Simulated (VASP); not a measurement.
# Na6InSn2 (C2/m) in VASP: further runs, part 2 of 2

VASP 6.6.1. The steps go on from the part before.

### Step 3. Single point, PBE

INCAR

```
  PREC = Accurate
  ENCUT = 520
  EDIFF = 1E-6
  ISMEAR = 0
  SIGMA = 0.01
  LREAL = False
  LASPH = True
  NELM = 100
  ALGO = Normal
  ISIF = 2
  LWAVE = False
  LCHARG = False
  GGA = PE
  NBANDS = 52
```

KPOINTS

```
regular mesh
0
Gamma
  4 4 2
```

POSCAR

```
Na6InSn2
1.0
    0.0000000000      5.5601610000      0.0000000000
    5.1184610000     -2.7800800000      0.0000000000
    1.3285650000      0.0000000000     -9.3701300000
Sn In Na
2 1 6
Direct
    0.1447400000      0.2894800000      0.7509700000
    0.8552600000      0.7105200000      0.2490300000
    0.0000000000      0.0000000000      0.0000000000
    0.4703000000      0.9406000000      0.7247000000
    0.5297000000      0.0594000000      0.2753000000
    0.2926000000      0.5852000000      0.0705000000
    0.7074000000      0.4148000000      0.9295000000
    0.1736000000      0.3472000000      0.4092000000
    0.8264000000      0.6528000000      0.5908000000
```

Potentials or basis: VASP PAW PBE potentials, release 64 (Sn_d, In_d, Na_pv).

Launch:

```
> cat potpaw_PBE.64/Sn_d/POTCAR potpaw_PBE.64/In_d/POTCAR potpaw_PBE.64/Na_pv/POTCAR > POTCAR
> mpirun -np 1 vasp_std > vasp.out
```

OUTCAR:

```text
PREC = Accurate
   ENCUT = 520
   EDIFF = 1E-6
   ISMEAR = 0
   LREAL = False
   LASPH = True
   NELM = 100
   ISIF = 2
   GGA = PE

 ion  position               nearest neighbor table
   1  0.145  0.289  0.751-   3 2.60   8 3.21
   2  0.855  0.711  0.249-   3 2.60   9 3.21
   3  0.000  0.000  0.000-   1 2.60   2 2.60   6 3.16   7 3.16
   4  0.470  0.941  0.725-
   5  0.530  0.059  0.275-
   6  0.293  0.585  0.071-   3 3.16
   7  0.707  0.415  0.929-   3 3.16
   8  0.174  0.347  0.409-   1 3.21
   9  0.826  0.653  0.591-   2 3.21

  LATTYP: Found a base centered monoclinic cell.
 ALAT       =    10.2369220000
 B/A-ratio  =     0.5431477352
 C/A-ratio  =     0.9244818039
 COS(beta)  =    -0.1403831701

  Lattice vectors:

 A1 = (  -5.1184610000,  -2.7800810000,   0.0000000000)
 A2 = (  -5.1184610000,   2.7800800000,   0.0000000000)
 A3 = (   1.3285650000,   0.0000000000,  -9.3701300000)

Analysis of symmetry for initial positions (statically):
=====================================================================
 Subroutine PRICEL returns:
 Original cell was already a primitive cell.

 Routine SETGRP: Setting up the symmetry group for a
 base centered monoclinic supercell.

 Subroutine GETGRP returns: Found  4 space group operations
 (whereof  4 operations were pure point group operations)
 out of a pool of  4 trial point group operations.

The static configuration has the point symmetry C_2h.

Analysis of symmetry for dynamics (positions and initial velocities):
=====================================================================
 Subroutine PRICEL returns:
 Original cell was already a primitive cell.

 Routine SETGRP: Setting up the symmetry group for a
 base centered monoclinic supercell.

 Subroutine GETGRP returns: Found  4 space group operations
 (whereof  4 operations were pure point group operations)
 out of a pool of  4 trial point group operations.

The dynamic configuration has the point symmetry C_2h.

 Subroutine INISYM returns: Found  4 space group operations
 (whereof  4 operations are pure point group operations),
 and found     1 'primitive' translations

----------------------------------------------------------------------------------------

                                     Primitive cell

  volume of cell :     266.6689

  direct lattice vectors                    reciprocal lattice vectors
     0.000000000  5.560161000  0.000000000     0.097685595  0.179850907  0.013850572
     5.118461000 -2.780080000  0.000000000     0.195371226  0.000000000  0.027701150
     1.328565000  0.000000000 -9.370130000     0.000000000  0.000000000 -0.106722105

  length of vectors
     5.560161000  5.824730708  9.463848117     0.205135718  0.197325289  0.106722105

  position of ions in fractional coordinates (direct lattice)
     0.144740000  0.289480000  0.750970000
     0.855260000  0.710520000  0.249030000
     0.000000000  0.000000000  0.000000000
[... 51 lines left out ...]
  0.250000  0.250000  0.000000      4.000000
  0.500000  0.250000  0.000000      2.000000
  0.000000  0.500000  0.000000      1.000000
  0.000000  0.000000  0.500000      1.000000
  0.250000  0.000000  0.500000      4.000000
  0.500000  0.000000  0.500000      2.000000
  0.000000  0.250000  0.500000      2.000000
  0.250000  0.250000  0.500000      4.000000
  0.500000  0.250000  0.500000      2.000000
  0.000000  0.500000  0.500000      1.000000
   k-points           NKPTS =     14   k-points in BZ     NKDIM =     14   number of bands    NBANDS=     52
   number of dos      NEDOS =    301   number of ions     NIONS =      9
   total plane-waves  NPLWV = 141120
   dimension x,y,z NGX =    42 NGY =   48 NGZ =   70
   dimension x,y,z NGXF=    84 NGYF=   96 NGZF=  140
   ions per type =               2   1   6
   NGX,Y,Z   is equivalent  to a cutoff of  12.56, 13.70, 12.30 a.u.
   NGXF,Y,Z  is equivalent  to a cutoff of  25.12, 27.40, 24.59 a.u.
 SYSTEM =  unknown system
   PREC   = accura    normal or accurate (medium, high low for compatibility)
   ISTART =      0    job   : 0-new  1-cont  2-samecut
   ICHARG =      2    charge: 1-file 2-atom 10-const
   ISPIN  =      1    spin polarized calculation?
   LNONCOLLINEAR =      F non collinear calculations
   LSORBIT =      F    spin-orbit coupling
   LASPH  =      T    aspherical Exc in radial PAW
   ENCUT  =  520.0 eV  38.22 Ry    6.18 a.u.  10.34 10.83 17.60*2*pi/ulx,y,z
   NELM   =    100;   NELMIN=  2; NELMDL= -5     # of ELM steps
   EDIFF  = 0.1E-05   stopping-criterion for ELM
   LREAL  =      F    real-space projection
   EDIFFG = 0.1E-04   stopping-criterion for IOM
   NSW    =      0    number of steps for IOM
   IBRION =     -1    ionic relax: 0-MD 1-quasi-New 2-CG
   NFREE  =      0    steps in history (QN), initial steepest desc. (CG)
   ISIF   =      2    stress and relaxation
   ISYM   =      2    0-nonsym 1-usesym 2-fastsym
   POTIM  = 0.5000    time-step for ionic-motion
   TEBEG  =    0.0;   TEEND  =   0.0 temperature during run
   PSTRESS=    0.0 pullay stress
   NELECT =      83.0000    total number of electrons
   NUPDOWN=      -1.0000    fix difference up-down
   EMIN   =  10.00;   EMAX   =-10.00  energy-range for DOS
   EFERMI =   0.00;   METHOD = LEGACY
   ISMEAR =     0;   SIGMA  =   0.01  broadening in eV -4-tet -1-fermi 0-gaus
   EFERMI_NEDOS =   21; number of points for ismear=-14 and -15
   IALGO  =     38    algorithm
   IMIX   =      4    mixing-type and parameters
     AMIX     =   0.40;   BMIX     =  1.00
     AMIX_MAG =   1.60;   BMIX_MAG =  1.00
  volume/ion in A,a.u.               =      29.63       199.95
  Fermi-wavevector in a.u.,A,eV,Ry     =   1.109456  2.096568 16.747310  1.230893
  Thomas-Fermi vector in A             =   2.245996
   LORBIT       =      0    0 simple, 1 ext, 2 COOP (PROOUT), +10 PAW based schemes
   GGA     = PE    functional components
   LHFCALC =     F    Hartree Fock is set to
   AEXX    =    0.0000 exact exchange contribution
   IVDW    =     0    specifies the selected vdW correction
   LEPSILON=     F    determine dielectric tensor
   LRPA    =     F    only Hartree local field effects (RPA)
 non-spin polarized calculation
 Gauss-broadening in eV      SIGMA  =   0.01
  energy-cutoff  :      520.00
  volume of cell :      266.67
 maximum number of plane-waves:      7202
 NGX is ok and might be reduce to    42
   NGX = 21   NGY = 21   NGZ = 35

 number of electron      83.0000014 magnetization

 Free energy of the ion-electron system (eV)
  ---------------------------------------------------
  ext. energy  EPLUGINS =         0.00000000
  ---------------------------------------------------
  free energy    TOTEN  =       -19.14537104 eV

  energy without entropy =      -19.14480926  energy(sigma->0) =      -19.14509015

 E-fermi :   2.9908     XC(G=0):  -7.9130

 val. band max:        2.9589959782   @ k =   0.0000   0.5000   0.5000
 cond. band min:       2.9955679042   @ k =   0.2500   0.2500   0.0000
 fundamental gap:      0.0365719259
 Fermi energy:         2.9907985252

 k-point     1 :       0.0000    0.0000    0.0000
  band No.  band energies     occupation
      1     -22.0660      2.00000
      2     -22.0641      2.00000
      3     -22.0611      2.00000
      4     -22.0560      2.00000
      5     -22.0554      2.00000
      6     -22.0472      2.00000
[... 759 lines left out ...]
     51       7.6165      0.00000
     52       7.8354      0.00000

------------------------ aborting loop because EDIFF is reached ----------------------------------------

  FORCE on cell =-STRESS in cart. coord.  units (eV):
  Direction    XX          YY          ZZ          XY          YZ          ZX
  --------------------------------------------------------------------------------------
  -------------------------------------------------------------------------------------
  Total        1.8969187     -0.3136331      6.9070337      0.0000002      0.0000003      2.4270622
  in kB       11.3969050     -1.8843436     41.4982493      0.0000013      0.0000020     14.5820677
  external PRESSURE =      17.0036036 kB  Pullay stress =       0.0000000 kB

 VOLUME and BASIS-vectors are now :
 -----------------------------------------------------------------------------
  energy-cutoff  :      520.00
  volume of cell :      266.67
      direct lattice vectors                 reciprocal lattice vectors
     0.000000000  5.560161000  0.000000000     0.097685595  0.179850907  0.013850572
     5.118461000 -2.780080000  0.000000000     0.195371226  0.000000000  0.027701150
     1.328565000  0.000000000 -9.370130000     0.000000000  0.000000000 -0.106722105

 POSITION                                       TOTAL-FORCE (eV/Angst)
 -----------------------------------------------------------------------------------
      2.47940      0.00000     -7.03669         0.651964      0.000000      1.346747
      3.96762      2.78008     -2.33344        -0.651964     -0.000000     -1.346747
      0.00000      0.00000      0.00000        -0.000000      0.000000      0.000000
      5.77724      0.00000     -6.79053         0.001940      0.000000      0.052354
      0.66979      2.78008     -2.57960        -0.001940     -0.000000     -0.052354
      3.08899      0.00000     -0.66059         0.141778      0.000000     -0.014224
      3.35804      2.78008     -8.70954        -0.141778     -0.000000      0.014224
      2.32078      0.00000     -3.83426        -0.009763     -0.000000     -0.056950
      4.12625      2.78008     -5.53587         0.009763      0.000000      0.056950
 -----------------------------------------------------------------------------------
    total drift:                                0.000000      0.000000     -0.000000

  FREE ENERGIE OF THE ION-ELECTRON SYSTEM (eV)
  ---------------------------------------------------
  free  energy   TOTEN  =       -19.1453710354 eV

  energy  without entropy=      -19.1448092613  energy(sigma->0) =      -19.14509015
```

It took 1.8 min on 1 thread of Intel Xeon 6975P-C (Granite Rapids), shared host; peak memory 0.45 GiB.

What came out:

```
Free energy            : -19.1454 eV
Pressure               : 1.7 GPa
Largest force          : 1.496 eV/Å
Band gap on the k mesh : zero (an odd number of electrons rules out a gap without spin polarisation)
```

Forces in eV/Å, atoms in the order of the input:
```
Sn   0.652  0.000  1.347
Sn  -0.652  0.000 -1.347
In   0.000  0.000  0.000
Na   0.002  0.000  0.052
Na  -0.002  0.000 -0.052
Na   0.142  0.000 -0.014
Na  -0.142  0.000  0.014
Na  -0.010  0.000 -0.057
Na   0.010  0.000  0.057
```

Stress tensor (GPa, compression positive):
```
 1.14  0.00  1.46
 0.00 -0.19  0.00
 1.46  0.00  4.15
```

Levels at points of the mesh, in eV from the Fermi level:
| k point | band 38 | band 39 | band 40 | band 41 | band 42 | band 43 | band 44 | band 45 |
| --- | --- | --- | --- | --- | --- | --- | --- | --- |
| (0.00, 0.00, 0.00) | -1.15 | -1.11 | -1.10 | -0.62 | -0.50 | 0.03 | 1.38 | 1.56 |
| (0.50, 0.00, 0.00) | -2.22 | -1.95 | -1.53 | -1.29 | -0.33 | 0.34 | 0.64 | 1.44 |
| (0.00, 0.50, 0.00) | -2.44 | -2.32 | -1.71 | -0.52 | 0.49 | 1.03 | 1.10 | 1.24 |
| (0.00, 0.00, 0.50) | -1.16 | -1.16 | -0.96 | -0.36 | 0.09 | 0.49 | 1.08 | 1.26 |
| (0.50, 0.00, 0.50) | -2.18 | -1.95 | -1.65 | -1.03 | -0.23 | 0.33 | 0.37 | 1.26 |
| (0.00, 0.50, 0.50) | -1.68 | -1.60 | -1.53 | -0.82 | -0.50 | -0.03 | 0.95 | 1.34 |

Caveat: spin-orbit coupling is left out, which moves the levels of the heavy elements; forces of over 1 eV/Å act on the atoms, so gaps and moduli don't describe the material at rest.

### Step 4. Single point, PBE

INCAR

```
SYSTEM = Na6InSn2
  ALGO = Normal
  EDIFF = 1E-6
  ENCUT = 520
  GGA = PE
  ISIF = 2
  ISMEAR = -1
  LASPH = .True.
  LCHARG = .False.
  LREAL = .False.
  LWAVE = .False.
  NBANDS = 52
  NELM = 100
  PREC = Accurate
  SIGMA = 0.1
```

KPOINTS

```
k-points
0
Gamma
  4 4 2
  0 0 0
```

POSCAR is that of step 3.

Launch:

```
> cat potpaw_PBE.64/Sn_d/POTCAR potpaw_PBE.64/In_d/POTCAR potpaw_PBE.64/Na_pv/POTCAR > POTCAR
> mpirun -np 1 vasp_std > vasp.out
```

It took 1.9 min on 1 thread of Intel Xeon 6975P-C (Granite Rapids), shared host; peak memory 0.45 GiB.

The run converged. Its results:

* Free energy: -19.2021 eV
* Pressure: 1.7 GPa
* Largest force: 1.512 eV/Å
* Band gap on the k mesh: zero (an odd number of electrons rules out a gap without spin polarisation)

Forces in eV/Å, atoms in the order of the input:
```
Sn   0.673  0.000  1.354
Sn  -0.673  0.000 -1.354
In   0.000  0.000  0.000
Na   0.004  0.000  0.032
Na  -0.004  0.000 -0.032
Na   0.149  0.000 -0.008
Na  -0.149  0.000  0.008
Na  -0.005  0.000 -0.045
Na   0.005  0.000  0.045
```

Stress tensor (GPa, compression positive):
```
 1.26  0.00  1.64
 0.00 -0.16  0.00
 1.64  0.00  3.94
```

Levels at points of the mesh, in eV from the Fermi level:
| k point | band 37 | band 38 | band 39 | band 40 | band 41 | band 42 | band 43 | band 44 | band 45 | band 46 |
| --- | --- | --- | --- | --- | --- | --- | --- | --- | --- | --- |
| (0.00, 0.00, 0.00) | -1.48 | -1.11 | -1.06 | -1.05 | -0.58 | -0.46 | 0.08 | 1.43 | 1.61 | 1.89 |
| (0.50, 0.00, 0.00) | -3.23 | -2.17 | -1.91 | -1.48 | -1.24 | -0.28 | 0.38 | 0.69 | 1.48 | 2.06 |
| (0.00, 0.50, 0.00) | -3.02 | -2.40 | -2.28 | -1.65 | -0.47 | 0.54 | 1.08 | 1.14 | 1.28 | 1.80 |
| (0.00, 0.00, 0.50) | -2.68 | -1.11 | -1.11 | -0.91 | -0.31 | 0.14 | 0.54 | 1.11 | 1.31 | 2.09 |
| (0.50, 0.00, 0.50) | -3.23 | -2.14 | -1.91 | -1.60 | -0.98 | -0.18 | 0.37 | 0.41 | 1.30 | 2.31 |
| (0.00, 0.50, 0.50) | -3.25 | -1.63 | -1.55 | -1.48 | -0.77 | -0.47 | 0.01 | 1.00 | 1.38 | 1.95 |

Caveat: spin-orbit coupling is left out, which moves the levels of the heavy elements; forces of over 1 eV/Å act on the atoms, so gaps and moduli don't describe the material at rest.

### Step 5. Single point, PBE

INCAR

```
SYSTEM = Na6InSn2
ALGO = Normal ; EDIFF = 1E-7
ENCUT = 520 ; GGA = PE
ISIF = 2 ; ISMEAR = -1
ISYM = 0 ; LASPH = .True.
LCHARG = .False. ; LREAL = .False.
LWAVE = .False. ; NBANDS = 52
NELM = 80 ; PREC = Accurate
SIGMA = 0.1
```

KPOINTS is that of step 4.

POSCAR is that of step 4.

Launch:

```
> cat potpaw_PBE.64/Sn_d/POTCAR potpaw_PBE.64/In_d/POTCAR potpaw_PBE.64/Na_pv/POTCAR > POTCAR
> mpirun -np 1 vasp_std > vasp.out
```

Run time: 3.3 min. Hardware: 1 thread of Intel Xeon 6975P-C (Granite Rapids), shared host; peak memory 0.51 GiB.

The run converged. Its results:

```yaml
Free_energy: -19.2021 eV
Pressure: 1.7 GPa
Largest_force: 1.512 eV/Å
Band_gap_on_the_k_mesh: zero (an odd number of electrons rules out a gap without spin polarisation)
```

Forces on the atoms (eV/Å):
```
Sn   0.673  0.000  1.354
Sn  -0.673  0.000 -1.354
In   0.000  0.000  0.000
Na   0.004  0.000  0.032
Na  -0.004  0.000 -0.032
Na   0.149  0.000 -0.008
Na  -0.149  0.000  0.008
Na  -0.005  0.000 -0.045
Na   0.005  0.000  0.045
```

Stress tensor (GPa, compression positive):
```
 1.26  0.00  1.64
 0.00 -0.16  0.00
 1.64  0.00  3.94
```

Levels at points of the mesh, in eV from the Fermi level:
```
           k point  band 38  band 39  band 40  band 41  band 42  band 43  band 44  band 45
(0.00, 0.00, 0.00)    -1.11    -1.06    -1.05    -0.58    -0.46     0.08     1.43     1.61
(0.50, 0.00, 0.00)    -2.17    -1.91    -1.48    -1.24    -0.28     0.38     0.69     1.48
(0.50, 0.50, 0.00)    -2.17    -1.91    -1.48    -1.24    -0.28     0.38     0.69     1.48
(0.00, 0.50, 0.00)    -2.40    -2.28    -1.65    -0.47     0.54     1.08     1.14     1.28
(0.00, 0.00, 0.50)    -1.11    -1.11    -0.91    -0.31     0.14     0.54     1.11     1.31
(0.50, 0.00, 0.50)    -2.14    -1.91    -1.60    -0.98    -0.18     0.37     0.41     1.30
(0.50, 0.50, 0.50)    -2.14    -1.91    -1.60    -0.98    -0.18     0.37     0.41     1.30
(0.00, 0.50, 0.50)    -1.63    -1.55    -1.48    -0.77    -0.47     0.01     1.00     1.38
```

Caveat: spin-orbit coupling is left out, which moves the levels of the heavy elements; forces of over 1 eV/Å act on the atoms, so gaps and moduli don't describe the material at rest.

The gap in the log of VASP goes by the Fermi energy; the results here count the filled bands.